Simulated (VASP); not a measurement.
A run of VASP 6.6.1 is set up as follows.

INCAR

```
  PREC = Accurate
  ENCUT = 520
  EDIFF = 1E-7
  ISMEAR = 0
  SIGMA = 0.01
  LREAL = F
  LASPH = T
  NELM = 80
  ALGO = Normal
  ISIF = 2
  LWAVE = F
  LCHARG = T
  LELF = T
  LVHAR = T
  NBANDS = 21
```

File KPOINTS:

```
regular mesh
0
Gamma
  5 5 5
```

Contents of POSCAR:

```
PbF2
1.0
    0.0000000000      2.9058858110      2.9058858110
    2.9058858110      0.0000000000      2.9058858110
    2.9058858110      2.9058858110      0.0000000000
Pb F
1 2
Direct
    0.0000000000      0.0000000000      0.0000000000
    0.2500000000      0.2500000000      0.2500000000
    0.7500000000      0.7500000000      0.7500000000
```

Potentials or basis: VASP PAW LDA potentials, release 64 (Pb_d, F).

Command:

```bash
$ cat potpaw_LDA.64/Pb_d/POTCAR potpaw_LDA.64/F/POTCAR > POTCAR
$ mpirun -np 1 vasp_std > vasp.out
```

(1) What does it give for the pressure?

(2) Estimate the band gap on the k mesh.

Results:

(1) 0.0 GPa.

(2) 4.31 eV, indirect (least direct gap 4.58 eV).

Caveat: spin-orbit coupling is left out, which moves the levels of the heavy elements.
